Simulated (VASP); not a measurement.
# CO2 (P4_32_12) in VASP: single point with LDA

Aim: the single point of CO2 with LDA.

Everything below comes from runs of VASP 6.6.1. Logs are shortened: lines on timing, memory, paths and dates and some standing lists are left out, and cuts for length are marked.

## (1) The cell of the first run

The structure is tetragonal, space group P4_32_12 (No. 96). Conventional cell: a = 3.978 Å, b = 3.978 Å, c = 5.509 Å, α = 90.00°, β = 90.00°, γ = 90.00°. Within 1.8 Å of C (site symmetry 2) lie 4 O at 1.36 to 1.40 Å. Within 1.8 Å of O (site symmetry 1) lie 2 C at 1.36 to 1.40 Å.

## (2) Single point, LDA

INCAR reads:

```
SYSTEM = CO2
PREC = Accurate ; ENCUT = 520
EDIFF = 1E-7 ; ISMEAR = 0
SIGMA = 0.02 ; LREAL = .FALSE.
LASPH = .TRUE. ; NELM = 60
ALGO = Normal ; ISIF = 2
LWAVE = .FALSE. ; LCHARG = .FALSE.
NBANDS = 44
```

KPOINTS reads:

```
regular mesh
0
G
  6 6 4
  0 0 0
```

POSCAR reads:

```
CO2
1.0
    3.9778644064      0.0000000000      0.0000000000
    0.0000000000      3.9778644064      0.0000000000
    0.0000000000      0.0000000000      5.5088751613
C O
4 8
Direct
    0.1843681724      0.1843681724      0.0000000000
    0.3156318276      0.6843681724      0.7500000000
    0.6843681724      0.3156318276      0.2500000000
    0.8156318276      0.8156318276      0.5000000000
    0.6609029315      0.7268815401      0.7108916650
    0.3390970685      0.2731184599      0.2108916650
    0.7268815401      0.6609029315      0.2891083350
    0.2268815401      0.8390970685      0.9608916650
    0.2731184599      0.3390970685      0.7891083350
    0.1609029315      0.7731184599      0.5391083350
    0.8390970685      0.2268815401      0.0391083350
    0.7731184599      0.1609029315      0.4608916650
```

Potentials or basis: VASP PAW LDA potentials, release 64 (C, O).

The run is started by

```console
$ cat potpaw_LDA.64/C/POTCAR potpaw_LDA.64/O/POTCAR > POTCAR
$ mpirun -np 1 vasp_std > vasp.out
```

OUTCAR:

```text
SYSTEM = CO2
   PREC = Accurate
   ENCUT = 520
   EDIFF = 1E-7
   ISMEAR = 0
   LREAL = .FALSE.
   LASPH = .TRUE.
   NELM = 60
   ISIF = 2

 ion  position               nearest neighbor table
   1  0.184  0.184  0.000-   6 1.36   9 1.36   8 1.40  11 1.40
   2  0.316  0.684  0.750-   8 1.36  10 1.36   9 1.40   5 1.40
   3  0.684  0.316  0.250-  11 1.36  12 1.36   6 1.40   7 1.40
   4  0.816  0.816  0.500-   5 1.36   7 1.36  10 1.40  12 1.40
   5  0.661  0.727  0.711-   4 1.36   2 1.40
   6  0.339  0.273  0.211-   1 1.36   3 1.40
   7  0.727  0.661  0.289-   4 1.36   3 1.40
   8  0.227  0.839  0.961-   2 1.36   1 1.40
   9  0.273  0.339  0.789-   1 1.36   2 1.40
  10  0.161  0.773  0.539-   2 1.36   4 1.40
  11  0.839  0.227  0.039-   3 1.36   1 1.40
  12  0.773  0.161  0.461-   3 1.36   4 1.40

  LATTYP: Found a simple tetragonal cell.
 ALAT       =     3.9778644064
 C/A-ratio  =     1.3848825899

  Lattice vectors:

 A1 = (   3.9778644064,   0.0000000000,   0.0000000000)
 A2 = (   0.0000000000,   3.9778644064,   0.0000000000)
 A3 = (   0.0000000000,   0.0000000000,   5.5088751613)

Analysis of symmetry for initial positions (statically):
=====================================================================
 Subroutine PRICEL returns:
 Original cell was already a primitive cell.

 Routine SETGRP: Setting up the symmetry group for a
 simple tetragonal supercell.

 Subroutine GETGRP returns: Found  8 space group operations
 (whereof  2 operations were pure point group operations)
 out of a pool of 16 trial point group operations.

The static configuration has the point symmetry C_2 .
 The point group associated with its full space group is D_4 .

Analysis of symmetry for dynamics (positions and initial velocities):
=====================================================================
 Subroutine PRICEL returns:
 Original cell was already a primitive cell.

 Routine SETGRP: Setting up the symmetry group for a
 simple tetragonal supercell.

 Subroutine GETGRP returns: Found  8 space group operations
 (whereof  2 operations were pure point group operations)
 out of a pool of 16 trial point group operations.

The dynamic configuration has the point symmetry C_2 .
 The point group associated with its full space group is D_4 .

 Subroutine INISYM returns: Found  8 space group operations
 (whereof  2 operations are pure point group operations),
 and found     1 'primitive' translations

----------------------------------------------------------------------------------------

                                     Primitive cell

  volume of cell :      87.1692

  direct lattice vectors                    reciprocal lattice vectors
     3.977864406  0.000000000  0.000000000     0.251391173  0.000000000  0.000000000
     0.000000000  3.977864406  0.000000000     0.000000000  0.251391173  0.000000000
     0.000000000  0.000000000  5.508875161     0.000000000  0.000000000  0.181525261

  length of vectors
     3.977864406  3.977864406  5.508875161     0.251391173  0.251391173  0.181525261

  position of ions in fractional coordinates (direct lattice)
     0.184368172  0.184368172  0.000000000
     0.315631828  0.684368172  0.750000000
     0.684368172  0.315631828  0.250000000
     0.815631828  0.815631828  0.500000000
     0.660902931  0.726881540  0.710891665
     0.339097069  0.273118460  0.210891665
     0.726881540  0.660902931  0.289108335
     0.226881540  0.839097069  0.960891665
     0.273118460  0.339097069  0.789108335
     0.160902931  0.773118460  0.539108335
     0.839097069  0.226881540  0.039108335
     0.773118460  0.160902931  0.460891665

  ion indices of the primitive-cell ions
   primitive index   ion index
                 1           1
                 2           2
                 3           3
                 4           4
                 5           5
                 6           6
                 7           7
                 8           8
                 9           9
                10          10
                11          11
                12          12

----------------------------------------------------------------------------------------

 KPOINTS: regular mesh

Automatic generation of k-mesh.
 Grid dimensions read from file:
 generate k-points for:    6    6    4

 Generating k-lattice:

  Cartesian coordinates                     Fractional coordinates (reciprocal lattice)
     0.041898529  0.000000000  0.000000000     0.166666667  0.000000000  0.000000000
     0.000000000  0.041898529  0.000000000     0.000000000  0.166666667  0.000000000
     0.000000000  0.000000000  0.045381315     0.000000000  0.000000000  0.250000000

  Length of vectors
     0.041898529  0.041898529  0.045381315

  Shift w.r.t. Gamma in fractional coordinates (k-lattice)
     0.000000000  0.000000000  0.000000000

 Subroutine IBZKPT returns following result:
 ===========================================

 Found     30 irreducible k-points:

 Following reciprocal coordinates:
            Coordinates               Weight
  0.000000  0.000000  0.000000      1.000000
  0.166667  0.000000  0.000000      4.000000
  0.333333  0.000000  0.000000      4.000000
  0.500000  0.000000  0.000000      2.000000
  0.166667  0.166667  0.000000      4.000000
  0.333333  0.166667  0.000000      8.000000
[... 16 lines left out ...]
  0.333333  0.000000  0.500000      4.000000
  0.500000  0.000000  0.500000      2.000000
 [... further k-points ...]
   k-points           NKPTS =     30   k-points in BZ     NKDIM =     30   number of bands    NBANDS=     44
   number of dos      NEDOS =    301   number of ions     NIONS =     12
   total plane-waves  NPLWV =  37800
   dimension x,y,z NGX =    30 NGY =   30 NGZ =   42
   dimension x,y,z NGXF=    60 NGYF=   60 NGZF=   84
   ions per type =               4   8
   NGX,Y,Z   is equivalent  to a cutoff of  12.54, 12.54, 12.67 a.u.
   NGXF,Y,Z  is equivalent  to a cutoff of  25.08, 25.08, 25.35 a.u.
 SYSTEM =  CO2
   PREC   = accura    normal or accurate (medium, high low for compatibility)
   ISTART =      0    job   : 0-new  1-cont  2-samecut
   ICHARG =      2    charge: 1-file 2-atom 10-const
   ISPIN  =      1    spin polarized calculation?
   LNONCOLLINEAR =      F non collinear calculations
   LSORBIT =      F    spin-orbit coupling
   LASPH  =      T    aspherical Exc in radial PAW
   ENCUT  =  520.0 eV  38.22 Ry    6.18 a.u.   7.40  7.40 10.24*2*pi/ulx,y,z
   NELM   =     60;   NELMIN=  2; NELMDL= -5     # of ELM steps
   EDIFF  = 0.1E-06   stopping-criterion for ELM
   LREAL  =      F    real-space projection
   EDIFFG = 0.1E-05   stopping-criterion for IOM
   NSW    =      0    number of steps for IOM
   IBRION =     -1    ionic relax: 0-MD 1-quasi-New 2-CG
   NFREE  =      0    steps in history (QN), initial steepest desc. (CG)
   ISIF   =      2    stress and relaxation
   ISYM   =      2    0-nonsym 1-usesym 2-fastsym
   POTIM  = 0.5000    time-step for ionic-motion
   TEBEG  =    0.0;   TEEND  =   0.0 temperature during run
   PSTRESS=    0.0 pullay stress
   NELECT =      64.0000    total number of electrons
   NUPDOWN=      -1.0000    fix difference up-down
   EMIN   =  10.00;   EMAX   =-10.00  energy-range for DOS
   EFERMI =   0.00;   METHOD = LEGACY
   ISMEAR =     0;   SIGMA  =   0.02  broadening in eV -4-tet -1-fermi 0-gaus
   EFERMI_NEDOS =   21; number of points for ismear=-14 and -15
   IALGO  =     38    algorithm
   IMIX   =      4    mixing-type and parameters
     AMIX     =   0.40;   BMIX     =  1.00
     AMIX_MAG =   1.60;   BMIX_MAG =  1.00
  volume/ion in A,a.u.               =       7.26        49.02
  Fermi-wavevector in a.u.,A,eV,Ry     =   1.476887  2.790911 29.676953  2.181194
  Thomas-Fermi vector in A             =   2.591358
   LORBIT       =      0    0 simple, 1 ext, 2 COOP (PROOUT), +10 PAW based schemes
   GGA     = CA    functional components
   LHFCALC =     F    Hartree Fock is set to
   AEXX    =    0.0000 exact exchange contribution
   IVDW    =     0    specifies the selected vdW correction
   LEPSILON=     F    determine dielectric tensor
   LRPA    =     F    only Hartree local field effects (RPA)
 non-spin polarized calculation
 Gauss-broadening in eV      SIGMA  =   0.02
  energy-cutoff  :      520.00
  volume of cell :       87.17
 maximum number of plane-waves:      2397
 NGX is ok and might be reduce to    30
   NGX = 15   NGY = 15   NGZ = 21

 number of electron      64.0000024 magnetization

 Free energy of the ion-electron system (eV)
  ---------------------------------------------------
  ext. energy  EPLUGINS =         0.00000000
  ---------------------------------------------------
  free energy    TOTEN  =       -97.39232797 eV

  energy without entropy =      -97.39232797  energy(sigma->0) =      -97.39232797

 E-fermi :   3.6409     XC(G=0): -12.1298

 val. band max:        3.4861195638   @ k =   0.0000   0.0000   0.0000
 cond. band min:       9.9747495721   @ k =   0.0000   0.0000   0.2500
 fundamental gap:      6.4886300083
 Fermi energy:         3.6409130231

 k-point     1 :       0.0000    0.0000    0.0000
  band No.  band energies     occupation
      1     -21.4865      2.00000
      2     -19.4485      2.00000
      3     -19.4485      2.00000
      4     -16.2090      2.00000
      5     -15.9134      2.00000
      6     -15.8471      2.00000
[... 36 lines left out ...]
     43      16.0976      0.00000
     44      16.7390      0.00000

 k-point     2 :       0.1667    0.0000    0.0000
  band No.  band energies     occupation
      1     -21.3548      2.00000
      2     -19.5597      2.00000
      3     -19.2933      2.00000
      4     -16.3747      2.00000
      5     -16.2492      2.00000
      6     -16.0109      2.00000
[... 1026 lines left out ...]
 k-point    24 :       0.5000    0.0000    0.5000
  band No.  band energies     occupation
      1     -20.4007      2.00000
      2     -20.4007      2.00000
      3     -18.3166      2.00000
      4     -18.3166      2.00000
      5     -16.2206      2.00000
      6     -16.2206      2.00000
[... 36 lines left out ...]
     43      15.8397      0.00000
     44      15.8459      0.00000

 [... further k-points ...]

------------------------ aborting loop because EDIFF is reached ----------------------------------------

  FORCE on cell =-STRESS in cart. coord.  units (eV):
  Direction    XX          YY          ZZ          XY          YZ          ZX
  --------------------------------------------------------------------------------------
  -------------------------------------------------------------------------------------
  Total        1.2183265      1.2183265      1.6236012      0.0000000      0.0000000     -0.0000000
  in kB       22.3929546     22.3929546     29.8419411      0.0000000      0.0000000     -0.0000000
  external PRESSURE =      24.8759501 kB  Pullay stress =       0.0000000 kB

 VOLUME and BASIS-vectors are now :
 -----------------------------------------------------------------------------
  energy-cutoff  :      520.00
  volume of cell :       87.17
      direct lattice vectors                 reciprocal lattice vectors
     3.977864406  0.000000000  0.000000000     0.251391173  0.000000000  0.000000000
     0.000000000  3.977864406  0.000000000     0.000000000  0.251391173  0.000000000
     0.000000000  0.000000000  5.508875161     0.000000000  0.000000000  0.181525261

 POSITION                                       TOTAL-FORCE (eV/Angst)
 -----------------------------------------------------------------------------------
      0.73339      0.73339      0.00000        -0.040877     -0.040877     -0.000000
      1.25554      2.72232      4.13166         0.040877     -0.040877     -0.000000
      2.72232      1.25554      1.37722        -0.040877      0.040877     -0.000000
      3.24447      3.24447      2.75444         0.040877      0.040877     -0.000000
      2.62898      2.89144      3.91621         0.048784     -0.024062      0.116658
      1.34888      1.08643      1.16178        -0.048784      0.024062      0.116658
      2.89144      2.62898      1.59266        -0.024062      0.048784     -0.116658
      0.90250      3.33781      5.29343        -0.024062     -0.048784      0.116658
      1.08643      1.34888      4.34710         0.024062     -0.048784     -0.116658
      0.64005      3.07536      2.96988         0.048784      0.024062     -0.116658
      3.33781      0.90250      0.21544        -0.048784     -0.024062     -0.116658
      3.07536      0.64005      2.53899         0.024062      0.048784      0.116658
 -----------------------------------------------------------------------------------
    total drift:                               -0.000000      0.000000     -0.000000

  FREE ENERGIE OF THE ION-ELECTRON SYSTEM (eV)
  ---------------------------------------------------
  free  energy   TOTEN  =       -97.3923279671 eV

  energy  without entropy=      -97.3923279671  energy(sigma->0) =      -97.39232797
```

Run time: 3.7 min. Hardware: 1 thread of AMD EPYC 7R13, shared host; peak memory 0.17 GiB.

Results:

```
Free energy            : -97.3923 eV
Pressure               : 2.5 GPa
Largest force          : 0.129 eV/Å
Band gap on the k mesh : 6.49 eV, indirect (least direct gap 6.71 eV)
```

Forces on the atoms (eV/Å):
```
C   -0.041 -0.041  0.000
C    0.041 -0.041  0.000
C   -0.041  0.041  0.000
C    0.041  0.041  0.000
O    0.049 -0.024  0.117
O   -0.049  0.024  0.117
O   -0.024  0.049 -0.117
O   -0.024 -0.049  0.117
O    0.024 -0.049 -0.117
O    0.049  0.024 -0.117
O   -0.049 -0.024 -0.117
O    0.024  0.049  0.117
```

Levels at points of the mesh, in eV from the valence-band top:
| k point | band 29 | band 30 | band 31 | band 32 | band 33 | band 34 | band 35 | band 36 |
| --- | --- | --- | --- | --- | --- | --- | --- | --- |
| (0.00, 0.00, 0.00) | -1.72 | -1.01 | -1.01 | 0.00 | 6.98 | 6.98 | 7.57 | 8.41 |
| (0.50, 0.00, 0.00) | -1.35 | -1.35 | -0.88 | -0.88 | 7.91 | 7.91 | 8.14 | 8.14 |
| (0.50, 0.50, 0.00) | -0.85 | -0.85 | -0.79 | -0.79 | 7.73 | 7.73 | 9.25 | 9.25 |
| (0.00, 0.00, 0.50) | -1.27 | -1.27 | -0.79 | -0.79 | 6.81 | 6.81 | 8.15 | 8.15 |
| (0.50, 0.00, 0.50) | -1.43 | -1.43 | -0.49 | -0.49 | 8.04 | 8.04 | 8.61 | 8.61 |
| (0.50, 0.50, 0.50) | -0.58 | -0.58 | -0.58 | -0.58 | 8.61 | 8.61 | 8.61 | 8.61 |
